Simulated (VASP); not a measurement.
# MoIr4 (P6/mmm) in VASP: a series of runs

MoIr4 is run at these levels: PBE; tasks: single point.

Program: VASP 6.6.1. These are calculated values, not measurements. Logs are shortened: lines on timing, memory, paths and dates and some standing lists are left out, and cuts for length are marked.

### Step 1. The cell of the first run

It takes space group P6/mmm (No. 191, hexagonal). Conventional cell: a = 4.796 Å, b = 4.796 Å, c = 4.137 Å, α = 90.00°, β = 90.00°, γ = 120.00°. Within 3.6 Å of Mo (site symmetry 6/mmm) lie 18 Ir at 2.77 to 3.46 Å. Within 2.8 Å of Ir (site symmetry -6m2) lie 5 Ir at 2.07 to 2.77 Å and 3 Mo at 2.77 Å. Ir (site symmetry -6m2) has 5 Ir at 2.07 to 2.77 Å within 2.8 Å.

The cell was generated, and may not be a known phase.

### Step 2. Single point, PBE

Contents of INCAR:

```
SYSTEM = MoIr4
ALGO     = Normal         ! electronic algorithm
EDIFF    = 1E-6           ! SCF threshold, eV
ENCUT    = 560            ! plane-wave cutoff, eV
GGA      = PE             ! functional
GGA_COMPAT= .False.      
ISIF     = 2              ! what is computed and relaxed
ISMEAR   = 0              ! smearing method
LASPH    = .True.         ! aspherical terms in the spheres
LCHARG   = .True.         ! write CHGCAR
LELF     = .True.         ! ELF
LREAL    = .False.        ! projectors in reciprocal space
LVHAR    = .True.       
LWAVE    = .False.        ! write WAVECAR
NBANDS   = 49             ! bands
NELM     = 120            ! most SCF steps
PREC     = Accurate       ! precision mode
SIGMA    = 0.1            ! smearing width, eV
```

Contents of KPOINTS:

```
k-points
0
Gamma
  6 6 4
  0 0 0
```

Contents of POSCAR:

```
MoIr4
1.0
    4.7958919300      0.0000000000      0.0000000000
   -2.3979459600      4.1533642400      0.0000000000
    0.0000000000      0.0000000000      4.1373678600
Mo Ir
1 4
Direct
    0.0000000000      0.0000000000      0.0000000000
    0.3333333300      0.6666666700      0.0000000000
    0.6666666700      0.3333333300      0.0000000000
    0.3333333300      0.6666666700      0.5000000000
    0.6666666700      0.3333333300      0.5000000000
```

Potentials or basis: VASP PAW PBE potentials, release 64 (Mo_sv, Ir_sv_GW).

The run is started by

```
> cat potpaw_PBE.64/Mo_sv/POTCAR potpaw_PBE.64/Ir_sv_GW/POTCAR > POTCAR
> mpirun -np 1 vasp_std > vasp.out
```

OUTCAR:

```text
SYSTEM = MoIr4
   EDIFF = 1E-6
   ENCUT = 560
   GGA = PE
   ISIF = 2
   ISMEAR = 0
   LASPH = .True.
   LREAL = .False.
   NELM = 120
   PREC = Accurate

 ion  position               nearest neighbor table
   1  0.000  0.000  0.000-   2 2.77   3 2.77   2 2.77   3 2.77   3 2.77   2 2.77
   2  0.333  0.667  0.000-   4 2.07   4 2.07   3 2.77   1 2.77   3 2.77   1 2.77   1 2.77   3 2.77

   3  0.667  0.333  0.000-   5 2.07   5 2.07   2 2.77   1 2.77   2 2.77   1 2.77   1 2.77   2 2.77

   4  0.333  0.667  0.500-   2 2.07   2 2.07   5 2.77   5 2.77   5 2.77
   5  0.667  0.333  0.500-   3 2.07   3 2.07   4 2.77   4 2.77   4 2.77

  LATTYP: Found a hexagonal cell.
 ALAT       =     4.7958919300
 C/A-ratio  =     0.8626899689

  Lattice vectors:

 A1 = (   4.7958919300,   0.0000000000,   0.0000000000)
 A2 = (  -2.3979459600,   4.1533642400,   0.0000000000)
 A3 = (   0.0000000000,   0.0000000000,   4.1373678600)

Analysis of symmetry for initial positions (statically):
=====================================================================
 Subroutine PRICEL returns:
 Original cell was already a primitive cell.

 Routine SETGRP: Setting up the symmetry group for a
 hexagonal supercell.

 Subroutine GETGRP returns: Found 24 space group operations
 (whereof 24 operations were pure point group operations)
 out of a pool of 24 trial point group operations.

The static configuration has the point symmetry D_6h.

Analysis of symmetry for dynamics (positions and initial velocities):
=====================================================================
 Subroutine PRICEL returns:
 Original cell was already a primitive cell.

 Routine SETGRP: Setting up the symmetry group for a
 hexagonal supercell.

 Subroutine GETGRP returns: Found 24 space group operations
 (whereof 24 operations were pure point group operations)
 out of a pool of 24 trial point group operations.

The dynamic configuration has the point symmetry D_6h.

 Subroutine INISYM returns: Found 24 space group operations
 (whereof 24 operations are pure point group operations),
 and found     1 'primitive' translations

----------------------------------------------------------------------------------------

                                     Primitive cell

  volume of cell :      82.4126

  direct lattice vectors                    reciprocal lattice vectors
     4.795891930  0.000000000  0.000000000     0.208511788  0.120384337  0.000000000
    -2.397945960  4.153364240  0.000000000     0.000000000  0.240768674  0.000000000
     0.000000000  0.000000000  4.137367860     0.000000000  0.000000000  0.241699562

  length of vectors
     4.795891930  4.795891923  4.137367860     0.240768673  0.240768674  0.241699562

  position of ions in fractional coordinates (direct lattice)
     0.000000000  0.000000000  0.000000000
     0.333333330  0.666666670  0.000000000
     0.666666670  0.333333330  0.000000000
     0.333333330  0.666666670  0.500000000
     0.666666670  0.333333330  0.500000000

  ion indices of the primitive-cell ions
   primitive index   ion index
                 1           1
                 2           2
                 3           3
                 4           4
                 5           5

----------------------------------------------------------------------------------------

 KPOINTS: k-points

Automatic generation of k-mesh.
 Grid dimensions read from file:
 generate k-points for:    6    6    4

 Generating k-lattice:

  Cartesian coordinates                     Fractional coordinates (reciprocal lattice)
     0.034751965  0.020064056  0.000000000     0.166666667  0.000000000  0.000000000
     0.000000000  0.040128112  0.000000000     0.000000000  0.166666667  0.000000000
     0.000000000  0.000000000  0.060424891     0.000000000  0.000000000  0.250000000

  Length of vectors
     0.040128112  0.040128112  0.060424891

  Shift w.r.t. Gamma in fractional coordinates (k-lattice)
     0.000000000  0.000000000  0.000000000

 Subroutine IBZKPT returns following result:
 ===========================================

 Found     21 irreducible k-points:

 Following reciprocal coordinates:
            Coordinates               Weight
  0.000000  0.000000  0.000000      1.000000
  0.166667  0.000000  0.000000      6.000000
  0.333333 -0.000000  0.000000      6.000000
  0.500000  0.000000  0.000000      3.000000
  0.166667  0.166667  0.000000      6.000000
  0.333333  0.166667  0.000000     12.000000
[... 13 lines left out ...]
  0.333333  0.166667  0.500000     12.000000
  0.333333  0.333333  0.500000      2.000000
   k-points           NKPTS =     21   k-points in BZ     NKDIM =     21   number of bands    NBANDS=     49
   number of dos      NEDOS =    301   number of ions     NIONS =      5
   total plane-waves  NPLWV =  51200
   dimension x,y,z NGX =    40 NGY =   40 NGZ =   32
   dimension x,y,z NGXF=    80 NGYF=   80 NGZF=   64
   ions per type =               1   4
   NGX,Y,Z   is equivalent  to a cutoff of  13.87, 13.87, 12.86 a.u.
   NGXF,Y,Z  is equivalent  to a cutoff of  27.73, 27.73, 25.72 a.u.
 SYSTEM =  MoIr4
   PREC   = accura    normal or accurate (medium, high low for compatibility)
   ISTART =      0    job   : 0-new  1-cont  2-samecut
   ICHARG =      2    charge: 1-file 2-atom 10-const
   ISPIN  =      1    spin polarized calculation?
   LNONCOLLINEAR =      F non collinear calculations
   LSORBIT =      F    spin-orbit coupling
   LASPH  =      T    aspherical Exc in radial PAW
   ENCUT  =  560.0 eV  41.16 Ry    6.42 a.u.   9.25  9.25  7.98*2*pi/ulx,y,z
   NELM   =    120;   NELMIN=  2; NELMDL= -5     # of ELM steps
   EDIFF  = 0.1E-05   stopping-criterion for ELM
   LREAL  =      F    real-space projection
   EDIFFG = 0.1E-04   stopping-criterion for IOM
   NSW    =      0    number of steps for IOM
   IBRION =     -1    ionic relax: 0-MD 1-quasi-New 2-CG
   NFREE  =      0    steps in history (QN), initial steepest desc. (CG)
   ISIF   =      2    stress and relaxation
   ISYM   =      2    0-nonsym 1-usesym 2-fastsym
   POTIM  = 0.5000    time-step for ionic-motion
   TEBEG  =    0.0;   TEEND  =   0.0 temperature during run
   PSTRESS=    0.0 pullay stress
   NELECT =      82.0000    total number of electrons
   NUPDOWN=      -1.0000    fix difference up-down
   EMIN   =  10.00;   EMAX   =-10.00  energy-range for DOS
   EFERMI =   0.00;   METHOD = LEGACY
   ISMEAR =     0;   SIGMA  =   0.10  broadening in eV -4-tet -1-fermi 0-gaus
   EFERMI_NEDOS =   21; number of points for ismear=-14 and -15
   IALGO  =     38    algorithm
   IMIX   =      4    mixing-type and parameters
     AMIX     =   0.40;   BMIX     =  1.00
     AMIX_MAG =   1.60;   BMIX_MAG =  1.00
  volume/ion in A,a.u.               =      16.48       111.23
  Fermi-wavevector in a.u.,A,eV,Ry     =   1.634362  3.088496 36.343056  2.671139
  Thomas-Fermi vector in A             =   2.726014
   LORBIT       =      0    0 simple, 1 ext, 2 COOP (PROOUT), +10 PAW based schemes
   GGA     = PE    functional components
   LHFCALC =     F    Hartree Fock is set to
   AEXX    =    0.0000 exact exchange contribution
   IVDW    =     0    specifies the selected vdW correction
   LEPSILON=     F    determine dielectric tensor
   LRPA    =     F    only Hartree local field effects (RPA)
 non-spin polarized calculation
 Gauss-broadening in eV      SIGMA  =   0.10
  energy-cutoff  :      560.00
  volume of cell :       82.41
 maximum number of plane-waves:      2512
 NGX is ok and might be reduce to    40
   NGX = 19   NGY = 19   NGZ = 15

 number of electron      81.9999997 magnetization

 Free energy of the ion-electron system (eV)
  ---------------------------------------------------
  ext. energy  EPLUGINS =         0.00000000
  ---------------------------------------------------
  free energy    TOTEN  =       -35.96239764 eV

  energy without entropy =      -35.92841739  energy(sigma->0) =      -35.94540751

 E-fermi :  11.0527     XC(G=0): -13.1708

 val. band max:       11.0445438578   @ k =   0.5000   0.0000   0.0000
 cond. band min:      11.0702205617   @ k =   0.0000   0.0000   0.2500
 fundamental gap:      0.0256767039
 Fermi energy:        11.0526544542

 k-point     1 :       0.0000    0.0000    0.0000
  band No.  band energies     occupation
      1     -82.7417      2.00000
      2     -82.7149      2.00000
      3     -82.0660      2.00000
      4     -82.0425      2.00000
      5     -50.1951      2.00000
      6     -42.5067      2.00000
[... 41 lines left out ...]
     48      15.0988      0.00000
     49      16.2824      0.00000

 k-point     2 :       0.1667    0.0000    0.0000
  band No.  band energies     occupation
      1     -82.7400      2.00000
      2     -82.7172      2.00000
      3     -82.0640      2.00000
      4     -82.0440      2.00000
      5     -50.1953      2.00000
      6     -42.5028      2.00000
[... 41 lines left out ...]
     48      14.8283      0.00000
     49      14.9289      0.00000

 k-point     3 :       0.3333   -0.0000    0.0000
  band No.  band energies     occupation
      1     -82.7363      2.00000
      2     -82.7213      2.00000
      3     -82.0606      2.00000
      4     -82.0472      2.00000
      5     -50.1958      2.00000
      6     -42.4937      2.00000
[... 41 lines left out ...]
     48      14.1157      0.00000
     49      15.2966      0.00000

 k-point     4 :       0.5000    0.0000    0.0000
  band No.  band energies     occupation
      1     -82.7328      2.00000
      2     -82.7247      2.00000
      3     -82.0574      2.00000
      4     -82.0500      2.00000
      5     -50.1960      2.00000
      6     -42.4859      2.00000
[... 821 lines left out ...]
     48      13.6846      0.00000
     49      15.3134      0.00000

 k-point    20 :       0.3333    0.1667    0.5000
  band No.  band energies     occupation
      1     -82.5464      2.00000
      2     -82.5383      2.00000
      3     -82.2595      2.00000
      4     -82.2515      2.00000
      5     -50.1957      2.00000
      6     -40.4143      2.00000
[... 41 lines left out ...]
     48      12.8329      0.00000
     49      13.2888      0.00000

 k-point    21 :       0.3333    0.3333    0.5000
  band No.  band energies     occupation
      1     -82.5422      2.00000
      2     -82.5422      2.00000
      3     -82.2553      2.00000
      4     -82.2553      2.00000
      5     -50.1958      2.00000
      6     -40.4065      2.00000
[... 41 lines left out ...]
     48      12.5764      0.00000
     49      12.7696      0.00000

------------------------ aborting loop because EDIFF is reached ----------------------------------------

  FORCE on cell =-STRESS in cart. coord.  units (eV):
  Direction    XX          YY          ZZ          XY          YZ          ZX
  --------------------------------------------------------------------------------------
  -------------------------------------------------------------------------------------
  Total       -2.2690311     -2.2690311    101.7626972     -0.0000000      0.0000000      0.0000000
  in kB      -44.1120754    -44.1120753   1978.3614818     -0.0000001      0.0000000      0.0000000
  external PRESSURE =     630.0457770 kB  Pullay stress =       0.0000000 kB

 VOLUME and BASIS-vectors are now :
 -----------------------------------------------------------------------------
  energy-cutoff  :      560.00
  volume of cell :       82.41
      direct lattice vectors                 reciprocal lattice vectors
     4.795891930  0.000000000  0.000000000     0.208511788  0.120384337  0.000000000
    -2.397945960  4.153364240  0.000000000     0.000000000  0.240768674  0.000000000
     0.000000000  0.000000000  4.137367860     0.000000000  0.000000000  0.241699562

 POSITION                                       TOTAL-FORCE (eV/Angst)
 -----------------------------------------------------------------------------------
      0.00000      0.00000      0.00000        -0.000000      0.000000      0.000000
     -0.00000      2.76891      0.00000         0.000000     -0.000000     -0.000000
      2.39795      1.38445      0.00000        -0.000000      0.000000      0.000000
     -0.00000      2.76891      2.06868         0.000000     -0.000000     -0.000000
      2.39795      1.38445      2.06868        -0.000000      0.000000      0.000000
 -----------------------------------------------------------------------------------
    total drift:                                0.000000     -0.000000     -0.000000

  FREE ENERGIE OF THE ION-ELECTRON SYSTEM (eV)
  ---------------------------------------------------
  free  energy   TOTEN  =       -35.9623976366 eV

  energy  without entropy=      -35.9284173922  energy(sigma->0) =      -35.94540751
```

Wall time 2 min (1 thread of Intel Xeon Platinum 8375C at 2.90GHz (Ice Lake), shared host); peak memory 0.26 GiB.

Results:

```yaml
Free_energy: -35.9624 eV
Pressure: 63.0 GPa
Band_gap_on_the_k_mesh: zero (bands 41 and 42 overlap by 3.17 eV)
```

Caveat: the k points lie up to 0.38 Å⁻¹ apart, too coarse for converged energies and pressures of a metal; spin-orbit coupling is left out, which moves the levels of the heavy elements.

### Step 3. Single point, PBE

This run uses another cell than the first one, of 18.02 Å³/atom.

Contents of INCAR:

```
PREC = Accurate
ENCUT = 560
EDIFF = 1E-6
ISMEAR = 0
SIGMA = 0.1
LREAL = F
LASPH = T
NELM = 120
ALGO = Normal
ISIF = 2
LWAVE = F
LCHARG = F
GGA = PE
NBANDS = 49
GGA_COMPAT = F
```

Contents of KPOINTS:

```
Automatic mesh
0
Gamma
  12 12 8
```

Contents of POSCAR:

```
MoIr4
1.0
    4.5035994862      0.0000000000      0.0000000000
   -2.2517997431      3.9002315635      0.0000000000
    0.0000000000      0.0000000000      5.1283937135
Mo Ir
1 4
Direct
    0.0000000000      0.0000000000      0.0000000000
    0.3333333333      0.6666666667      0.0000000000
    0.6666666667      0.3333333333      0.0000000000
    0.3333333333      0.6666666667      0.5000000000
    0.6666666667      0.3333333333      0.5000000000
```

Potentials or basis: VASP PAW PBE potentials, release 64 (Mo_sv, Ir_sv_GW).

The run is started by

```
> cat potpaw_PBE.64/Mo_sv/POTCAR potpaw_PBE.64/Ir_sv_GW/POTCAR > POTCAR
> mpirun -np 1 vasp_std > vasp.out
```

Wall time 8.9 min (1 thread of Intel Xeon Platinum 8259CL at 2.50GHz (Skylake/Cascade Lake), shared host); peak memory 0.49 GiB.

The run converged. Its results:

* Free energy: -43.9253 eV
* Pressure: -1.1 GPa
* Band gap on the k mesh: zero (bands 41 and 42 overlap by 1.60 eV)

Stress tensor (GPa, compression positive):
```
-1.09  0.00  0.00
 0.00 -1.09  0.00
 0.00  0.00 -1.20
```

Levels at points of the mesh, in eV from the Fermi level:
| k point | band 39 | band 40 | band 41 | band 42 | band 43 | band 44 |
| --- | --- | --- | --- | --- | --- | --- |
| (0.00, 0.00, 0.00) | -0.83 | -0.83 | -0.72 | 0.14 | 0.14 | 0.39 |
| (0.50, 0.00, 0.00) | 0.13 | 0.40 | 0.42 | 0.71 | 0.93 | 0.97 |
| (0.00, 0.00, 0.50) | -1.49 | -1.49 | -1.10 | -1.10 | -0.80 | -0.80 |
| (0.50, 0.00, 0.50) | -1.03 | -0.45 | -0.36 | 0.19 | 0.29 | 0.48 |

Caveat: spin-orbit coupling is left out, which moves the levels of the heavy elements.

The gap in the log of VASP goes by the Fermi energy; the results here count the filled bands.